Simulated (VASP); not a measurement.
# AlRu (P4/mmm) in VASP: a series of runs

AlRu is run at these levels: r2SCAN; tasks: single point.

Program: VASP 6.6.1. These are calculated values, not measurements. Logs are shortened: lines on timing, memory, paths and dates and some standing lists are left out, and cuts for length are marked.

### 1 The cell of the first run

It takes space group P4/mmm (No. 123, tetragonal). The conventional cell has a = 2.992 Å, b = 2.992 Å, c = 2.872 Å, α = 90.00°, β = 90.00°, γ = 90.00°. Within 3.4 Å of Al (site symmetry 4/mmm) lie 8 Ru at 2.56 Å and 6 Al at 2.87 to 2.99 Å. Ru (site symmetry 4/mmm) has 8 Al at 2.56 Å and 6 Ru at 2.87 to 2.99 Å within 3.4 Å.

### 2 Single point, r2SCAN (strain -0.0400 x Voigt [0, 0, 1, 0, 0, 0])

The input, POSCAR:

```
AlRu
1.0
    2.9916000000      0.0000000000      0.0000000000
    0.0000000000      2.9916000000      0.0000000000
    0.0000000000      0.0000000000      2.8719360000
Al Ru
1 1
Direct
    0.0000000000      0.0000000000      0.0000000000
    0.5000000000      0.5000000000      0.5000000000
```

The input, INCAR.step1:

```
ALGO = Normal
EDIFF = 1E-4
ENCUT = 520
GGA = PE
ISMEAR = 0
LASPH = T
LCHARG = F
LREAL = F
LWAVE = T
NBANDS = 16
NELM = 80
PREC = Accurate
SIGMA = 0.15
```

The input, INCAR.step2:

```
ALGO = Normal
EDIFF = 1E-6
ENCUT = 520
ISIF = 2
ISMEAR = 0
ISTART = 1
LASPH = T
LCHARG = F
LMIXTAU = T
LREAL = F
LWAVE = F
METAGGA = R2SCAN
NBANDS = 16
NELM = 80
PREC = Accurate
SIGMA = 0.15
```

The input, KPOINTS:

```
k-points
0
Gamma
  16 16 16
```

Potentials or basis: VASP PAW PBE potentials, release 64 (Al, Ru_pv).

Started as:

```sh
cat potpaw_PBE.64/Al/POTCAR potpaw_PBE.64/Ru_pv/POTCAR > POTCAR
cp INCAR.step1 INCAR
mpirun -np 1 vasp_std > vasp.out
cp INCAR.step2 INCAR
mpirun -np 1 vasp_std > vasp.out
```

OUTCAR:

```text
EDIFF = 1E-6
   ENCUT = 520
   ISIF = 2
   ISMEAR = 0
   ISTART = 1
   LASPH = T
   LREAL = F
   METAGGA = R2SCAN
   NELM = 80
   PREC = Accurate

 ion  position               nearest neighbor table
   1  0.000  0.000  0.000-   2 2.56   2 2.56   2 2.56   2 2.56   2 2.56   2 2.56   2 2.56   2 2.56

   2  0.500  0.500  0.500-   1 2.56   1 2.56   1 2.56   1 2.56   1 2.56   1 2.56   1 2.56   1 2.56

  LATTYP: Found a simple tetragonal cell.
 ALAT       =     2.9916000000
 C/A-ratio  =     0.9600000000

  Lattice vectors:

 A1 = (   2.9916000000,   0.0000000000,   0.0000000000)
 A2 = (   0.0000000000,   2.9916000000,   0.0000000000)
 A3 = (   0.0000000000,   0.0000000000,   2.8719360000)

Analysis of symmetry for initial positions (statically):
=====================================================================
 Subroutine PRICEL returns:
 Original cell was already a primitive cell.

 Routine SETGRP: Setting up the symmetry group for a
 simple tetragonal supercell.

 Subroutine GETGRP returns: Found 16 space group operations
 (whereof 16 operations were pure point group operations)
 out of a pool of 16 trial point group operations.

The static configuration has the point symmetry D_4h.

Analysis of symmetry for dynamics (positions and initial velocities):
=====================================================================
 Subroutine PRICEL returns:
 Original cell was already a primitive cell.

 Routine SETGRP: Setting up the symmetry group for a
 simple tetragonal supercell.

 Subroutine GETGRP returns: Found 16 space group operations
 (whereof 16 operations were pure point group operations)
 out of a pool of 16 trial point group operations.

The dynamic configuration has the point symmetry D_4h.

 Subroutine INISYM returns: Found 16 space group operations
 (whereof 16 operations are pure point group operations),
 and found     1 'primitive' translations

----------------------------------------------------------------------------------------

                                     Primitive cell

  volume of cell :      25.7029

  direct lattice vectors                    reciprocal lattice vectors
     2.991600000  0.000000000  0.000000000     0.334269287  0.000000000  0.000000000
     0.000000000  2.991600000  0.000000000     0.000000000  0.334269287  0.000000000
     0.000000000  0.000000000  2.871936000     0.000000000  0.000000000  0.348197174

  length of vectors
     2.991600000  2.991600000  2.871936000     0.334269287  0.334269287  0.348197174

  position of ions in fractional coordinates (direct lattice)
     0.000000000  0.000000000  0.000000000
     0.500000000  0.500000000  0.500000000

  ion indices of the primitive-cell ions
   primitive index   ion index
                 1           1
                 2           2

----------------------------------------------------------------------------------------

 KPOINTS: k-points

Automatic generation of k-mesh.
 Grid dimensions read from file:
 generate k-points for:   16   16   16

 Generating k-lattice:

  Cartesian coordinates                     Fractional coordinates (reciprocal lattice)
     0.020891830  0.000000000  0.000000000     0.062500000  0.000000000  0.000000000
     0.000000000  0.020891830  0.000000000     0.000000000  0.062500000  0.000000000
     0.000000000  0.000000000  0.021762323     0.000000000  0.000000000  0.062500000

  Length of vectors
     0.020891830  0.020891830  0.021762323

  Shift w.r.t. Gamma in fractional coordinates (k-lattice)
     0.000000000  0.000000000  0.000000000

 Subroutine IBZKPT returns following result:
 ===========================================

 Found    405 irreducible k-points:

 Following reciprocal coordinates:
            Coordinates               Weight
  0.000000  0.000000  0.000000      1.000000
  0.062500  0.000000  0.000000      4.000000
  0.125000  0.000000  0.000000      4.000000
  0.187500  0.000000  0.000000      4.000000
  0.250000  0.000000  0.000000      4.000000
  0.312500  0.000000  0.000000      4.000000
[... 16 lines left out ...]
  0.437500  0.125000  0.000000      8.000000
  0.500000  0.125000  0.000000      4.000000
 [... further k-points ...]
   k-points           NKPTS =    405   k-points in BZ     NKDIM =    405   number of bands    NBANDS=     16
   number of dos      NEDOS =    301   number of ions     NIONS =      2
   total plane-waves  NPLWV =  13824
   dimension x,y,z NGX =    24 NGY =   24 NGZ =   24
   dimension x,y,z NGXF=    48 NGYF=   48 NGZF=   48
   ions per type =               1   1
   NGX,Y,Z   is equivalent  to a cutoff of  13.34, 13.34, 13.89 a.u.
   NGXF,Y,Z  is equivalent  to a cutoff of  26.67, 26.67, 27.79 a.u.
 SYSTEM =  unknown system
   PREC   = accura    normal or accurate (medium, high low for compatibility)
   ISTART =      1    job   : 0-new  1-cont  2-samecut
   ICHARG =      0    charge: 1-file 2-atom 10-const
   ISPIN  =      1    spin polarized calculation?
   LNONCOLLINEAR =      F non collinear calculations
   LSORBIT =      F    spin-orbit coupling
   LASPH  =      T    aspherical Exc in radial PAW
   ENCUT  =  520.0 eV  38.22 Ry    6.18 a.u.   5.56  5.56  5.34*2*pi/ulx,y,z
   NELM   =     80;   NELMIN=  2; NELMDL=  0     # of ELM steps
   EDIFF  = 0.1E-05   stopping-criterion for ELM
   LREAL  =      F    real-space projection
   EDIFFG = 0.1E-04   stopping-criterion for IOM
   NSW    =      0    number of steps for IOM
   IBRION =     -1    ionic relax: 0-MD 1-quasi-New 2-CG
   NFREE  =      0    steps in history (QN), initial steepest desc. (CG)
   ISIF   =      2    stress and relaxation
   ISYM   =      2    0-nonsym 1-usesym 2-fastsym
   POTIM  = 0.5000    time-step for ionic-motion
   TEBEG  =    0.0;   TEEND  =   0.0 temperature during run
   PSTRESS=    0.0 pullay stress
   NELECT =      17.0000    total number of electrons
   NUPDOWN=      -1.0000    fix difference up-down
   EMIN   =  10.00;   EMAX   =-10.00  energy-range for DOS
   EFERMI =   0.00;   METHOD = LEGACY
   ISMEAR =     0;   SIGMA  =   0.15  broadening in eV -4-tet -1-fermi 0-gaus
   EFERMI_NEDOS =   21; number of points for ismear=-14 and -15
   IALGO  =     38    algorithm
   IMIX   =      4    mixing-type and parameters
     AMIX     =   0.40;   BMIX     =  1.00
     AMIX_MAG =   1.60;   BMIX_MAG =  1.00
  volume/ion in A,a.u.               =      12.85        86.73
  Fermi-wavevector in a.u.,A,eV,Ry     =   1.426365  2.695438 27.681268  2.034516
  Thomas-Fermi vector in A             =   2.546649
   LORBIT       =      0    0 simple, 1 ext, 2 COOP (PROOUT), +10 PAW based schemes
   METAGGA = R2SCAN    functional components
   LHFCALC =     F    Hartree Fock is set to
   AEXX    =    0.0000 exact exchange contribution
   IVDW    =     0    specifies the selected vdW correction
   LEPSILON=     F    determine dielectric tensor
   LRPA    =     F    only Hartree local field effects (RPA)
 non-spin polarized calculation
 Gauss-broadening in eV      SIGMA  =   0.15
  energy-cutoff  :      520.00
  volume of cell :       25.70
 maximum number of plane-waves:       719
 NGX is ok and might be reduce to    24
   NGX = 11   NGY = 11   NGZ = 11

 number of electron      16.9999998 magnetization

 Free energy of the ion-electron system (eV)
  ---------------------------------------------------
  ext. energy  EPLUGINS =         0.00000000
  ---------------------------------------------------
  free energy    TOTEN  =       -33.58011621 eV

  energy without entropy =      -33.56372518  energy(sigma->0) =      -33.57192070

 E-fermi :  11.1838     XC(G=0): -13.8451

 val. band max:       11.1791532251   @ k =   0.1250   0.0000   0.5000
 cond. band min:      11.1879445210   @ k =   0.4375   0.4375   0.1250
 fundamental gap:      0.0087912959
 Fermi energy:        11.1837833776

 k-point     1 :       0.0000    0.0000    0.0000
  band No.  band energies     occupation
      1     -31.9470      2.00000
      2     -31.9470      2.00000
      3     -31.8832      2.00000
      4       0.7345      2.00000
      5       7.2261      2.00000
      6       7.2334      2.00000
[... 8 lines left out ...]
     15      22.9657      0.00000
     16      28.5081      0.00000

 k-point     2 :       0.0625    0.0000    0.0000
  band No.  band energies     occupation
      1     -31.9562      2.00000
      2     -31.9462      2.00000
      3     -31.8825      2.00000
      4       0.8151      2.00000
      5       7.2514      2.00000
      6       7.2601      2.00000
[... 8 lines left out ...]
     15      23.2424      0.00000
     16      28.7042      0.00000

 k-point     3 :       0.1250    0.0000    0.0000
  band No.  band energies     occupation
      1     -31.9823      2.00000
      2     -31.9440      2.00000
      3     -31.8804      2.00000
      4       1.0540      2.00000
      5       7.3053      2.00000
      6       7.3431      2.00000
[... 8 lines left out ...]
     15      23.9453      0.00000
     16      29.3251      0.00000

 k-point     4 :       0.1875    0.0000    0.0000
  band No.  band energies     occupation
      1     -32.0211      2.00000
      2     -31.9407      2.00000
      3     -31.8772      2.00000
      4       1.4423      2.00000
      5       7.3387      2.00000
      6       7.4718      2.00000
[... 8 lines left out ...]
     15      24.6389      0.00000
     16      29.7356      0.00000
[... 324 lines left out ...]
 k-point    22 :       0.3750    0.1250    0.0000
  band No.  band energies     occupation
      1     -32.1458      2.00000
      2     -31.9633      2.00000
      3     -31.8638      2.00000
      4       3.5696      2.00000
      5       6.5511      2.00000
      6       8.0772      2.00000
[... 8 lines left out ...]
     15      25.3088      0.00000
     16      26.9207      0.00000

 k-point    23 :       0.4375    0.1250    0.0000
  band No.  band energies     occupation
      1     -32.1710      2.00000
      2     -31.9608      2.00000
      3     -31.8617      2.00000
      4       4.3305      2.00000
      5       5.8735      2.00000
      6       8.2000      2.00000
[... 8 lines left out ...]
     15      24.3837      0.00000
     16      26.1278      0.00000

 k-point    24 :       0.5000    0.1250    0.0000
  band No.  band energies     occupation
      1     -32.1798      2.00000
      2     -31.9600      2.00000
      3     -31.8609      2.00000
      4       5.1000      2.00000
      5       5.1273      2.00000
      6       8.2472      2.00000
[... 8 lines left out ...]
     15      24.5432      0.00000
     16      25.4782      0.00000

 [... further k-points ...]

------------------------ aborting loop because EDIFF is reached ----------------------------------------

  FORCE on cell =-STRESS in cart. coord.  units (eV):
  Direction    XX          YY          ZZ          XY          YZ          ZX
  --------------------------------------------------------------------------------------
  -------------------------------------------------------------------------------------
  Total        0.8024845      0.8024845      2.2165641      0.0000000      0.0000000     -0.0000000
  in kB       50.0225061     50.0225061    138.1685077      0.0000000      0.0000000     -0.0000000
  external PRESSURE =      79.4045066 kB  Pullay stress =       0.0000000 kB

 VOLUME and BASIS-vectors are now :
 -----------------------------------------------------------------------------
  energy-cutoff  :      520.00
  volume of cell :       25.70
      direct lattice vectors                 reciprocal lattice vectors
     2.991600000  0.000000000  0.000000000     0.334269287  0.000000000  0.000000000
     0.000000000  2.991600000  0.000000000     0.000000000  0.334269287  0.000000000
     0.000000000  0.000000000  2.871936000     0.000000000  0.000000000  0.348197174

 POSITION                                       TOTAL-FORCE (eV/Angst)
 -----------------------------------------------------------------------------------
      0.00000      0.00000      0.00000         0.000000      0.000000      0.000000
      1.49580      1.49580      1.43597         0.000000      0.000000      0.000000
 -----------------------------------------------------------------------------------
    total drift:                                0.000000     -0.000000     -0.000000

  FREE ENERGIE OF THE ION-ELECTRON SYSTEM (eV)
  ---------------------------------------------------
  free  energy   TOTEN  =       -33.5801162129 eV

  energy  without entropy=      -33.5637251782  energy(sigma->0) =      -33.57192070
```

Wall time 4.2 min (1 thread of Intel Xeon Platinum 8488C (Sapphire Rapids), shared host); peak memory 0.28 GiB.

What came out:

```
Free energy            : -33.5801 eV
Pressure               : 7.9 GPa
Band gap on the k mesh : zero (an odd number of electrons rules out a gap without spin polarisation)
```

Caveat: the cell differs from its parent crystal (strain -0.0400 x Voigt [0, 0, 1, 0, 0, 0]); the cell stands under pressure; the PAW data sets were made with another functional, which shifts forces and pressure a little.

### 3 Single point, r2SCAN (strain -0.0300 x Voigt [0, 0, 1, 0, 0, 0])

POSCAR: that of step 2 with these lines changed.

```diff
@@ -4,3 +4,3 @@
     0.0000000000      2.9916000000      0.0000000000
-    0.0000000000      0.0000000000      2.8719360000
+    0.0000000000      0.0000000000      2.9018520000
 Al Ru
```

The input, INCAR.step1:

```
  PREC = Accurate
  ENCUT = 520
  ISMEAR = 0
  SIGMA = 0.15
  LREAL = F
  LASPH = T
  NELM = 80
  NBANDS = 16
  GGA = PE
  ALGO = Normal
  EDIFF = 1E-4
  LWAVE = T
  LCHARG = F
```

The input, INCAR.step2:

```
  PREC = Accurate
  ENCUT = 520
  EDIFF = 1E-7
  ISMEAR = 0
  SIGMA = 0.15
  LREAL = F
  LASPH = T
  NELM = 80
  ALGO = Normal
  ISIF = 2
  LWAVE = F
  LCHARG = F
  METAGGA = R2SCAN
  LMIXTAU = T
  NBANDS = 16
  ISTART = 1
```

The input, KPOINTS:

```
Automatic mesh
0
Gamma
  16 16 16
```

Potentials or basis: VASP PAW PBE potentials, release 64 (Al, Ru_pv).

Started as:

```sh
cat potpaw_PBE.64/Al/POTCAR potpaw_PBE.64/Ru_pv/POTCAR > POTCAR
cp INCAR.step1 INCAR
mpirun -np 1 vasp_std > vasp.out
cp INCAR.step2 INCAR
mpirun -np 1 vasp_std > vasp.out
```

OUTCAR:

```text
PREC = Accurate
   ENCUT = 520
   EDIFF = 1E-7
   ISMEAR = 0
   LREAL = F
   LASPH = T
   NELM = 80
   ISIF = 2
   METAGGA = R2SCAN
   ISTART = 1

 ion  position               nearest neighbor table
   1  0.000  0.000  0.000-   2 2.57   2 2.57   2 2.57   2 2.57   2 2.57   2 2.57   2 2.57   2 2.57

   2  0.500  0.500  0.500-   1 2.57   1 2.57   1 2.57   1 2.57   1 2.57   1 2.57   1 2.57   1 2.57

  LATTYP: Found a simple tetragonal cell.
 ALAT       =     2.9916000000
 C/A-ratio  =     0.9700000000

  Lattice vectors:

 A1 = (   2.9916000000,   0.0000000000,   0.0000000000)
 A2 = (   0.0000000000,   2.9916000000,   0.0000000000)
 A3 = (   0.0000000000,   0.0000000000,   2.9018520000)

Analysis of symmetry for initial positions (statically):
=====================================================================
 Subroutine PRICEL returns:
 Original cell was already a primitive cell.

 Routine SETGRP: Setting up the symmetry group for a
 simple tetragonal supercell.

 Subroutine GETGRP returns: Found 16 space group operations
 (whereof 16 operations were pure point group operations)
[... 164 lines left out ...]

 E-fermi :  11.0255     XC(G=0): -13.7866

 val. band max:       11.0247903272   @ k =   0.3750   0.0625   0.1250
 cond. band min:      11.0332935634   @ k =   0.3125   0.1250   0.0625
 fundamental gap:      0.0085032362
 Fermi energy:        11.0254816987

 k-point     1 :       0.0000    0.0000    0.0000
  band No.  band energies     occupation
      1     -32.0908      2.00000
      2     -32.0908      2.00000
      3     -32.0456      2.00000
      4       0.6468      2.00000
      5       7.1404      2.00000
      6       7.1465      2.00000
[... 433 lines left out ...]
      3     -32.0230      2.00000
      4       5.0086      2.00000
      5       5.0431      2.00000
      6       8.1701      2.00000
[... 8 lines left out ...]
     15      24.1301      0.00000
     16      25.0513      0.00000

 [... further k-points ...]

------------------------ aborting loop because EDIFF is reached ----------------------------------------

  FORCE on cell =-STRESS in cart. coord.  units (eV):
  Direction    XX          YY          ZZ          XY          YZ          ZX
  --------------------------------------------------------------------------------------
  -------------------------------------------------------------------------------------
  Total        0.5123951      0.5123951      1.5313993      0.0000000     -0.0000000     -0.0000000
  in kB       31.6106390     31.6106390     94.4749580      0.0000000     -0.0000000     -0.0000000
  external PRESSURE =      52.5654120 kB  Pullay stress =       0.0000000 kB

 VOLUME and BASIS-vectors are now :
 -----------------------------------------------------------------------------
  energy-cutoff  :      520.00
  volume of cell :       25.97
      direct lattice vectors                 reciprocal lattice vectors
     2.991600000  0.000000000  0.000000000     0.334269287  0.000000000  0.000000000
     0.000000000  2.991600000  0.000000000     0.000000000  0.334269287  0.000000000
     0.000000000  0.000000000  2.901852000     0.000000000  0.000000000  0.344607513

 POSITION                                       TOTAL-FORCE (eV/Angst)
 -----------------------------------------------------------------------------------
      0.00000      0.00000      0.00000         0.000000      0.000000      0.000000
      1.49580      1.49580      1.45093         0.000000      0.000000      0.000000
 -----------------------------------------------------------------------------------
    total drift:                                0.000000     -0.000000     -0.000000

  FREE ENERGIE OF THE ION-ELECTRON SYSTEM (eV)
  ---------------------------------------------------
  free  energy   TOTEN  =       -33.5996349350 eV

  energy  without entropy=      -33.5828050348  energy(sigma->0) =      -33.59121998
```

OUTCAR.step1:

```text
PREC = Accurate
   ENCUT = 520
   ISMEAR = 0
   LREAL = F
   LASPH = T
[... 679 lines left out ...]
 -----------------------------------------------------------------------------------
      0.00000      0.00000      0.00000         0.000000      0.000000      0.000000
      1.49580      1.49580      1.45093         0.000000      0.000000      0.000000
 -----------------------------------------------------------------------------------
    total drift:                                0.000000     -0.000000     -0.000000

  FREE ENERGIE OF THE ION-ELECTRON SYSTEM (eV)
  ---------------------------------------------------
  free  energy   TOTEN  =       -14.2244314967 eV

  energy  without entropy=      -14.2063699266  energy(sigma->0) =      -14.21540071
```

Run time: 4.7 min. Hardware: 1 thread of Intel Xeon Platinum 8488C (Sapphire Rapids), shared host; peak memory 0.28 GiB.

What came out:

| Quantity | Value |
| --- | --- |
| Free energy | -33.5996 eV |
| Pressure | 5.3 GPa |
| Band gap on the k mesh | zero (an odd number of electrons rules out a gap without spin polarisation) |

Levels at points of the mesh, in eV from the Fermi level:
```
           k point  band 7  band 8  band 9  band 10  band 11  band 12
(0.00, 0.00, 0.00)    0.01    0.24    0.24     6.31     6.31     7.34
(0.50, 0.00, 0.00)   -1.91   -1.51    0.50     2.43     7.70    10.38
(0.50, 0.50, 0.00)   -1.64   -1.12   -1.12     1.65     5.55     6.89
(0.00, 0.00, 0.50)   -1.92   -1.92    0.34     2.98     7.67    10.38
(0.50, 0.00, 0.50)   -1.49   -1.38   -1.33     1.84     6.02     7.14
(0.50, 0.50, 0.50)    1.78    2.00    3.38     4.31     4.31     4.54
```

Caveat: the cell differs from its parent crystal (strain -0.0300 x Voigt [0, 0, 1, 0, 0, 0]); the cell stands under pressure; the PAW data sets were made with another functional, which shifts forces and pressure a little.
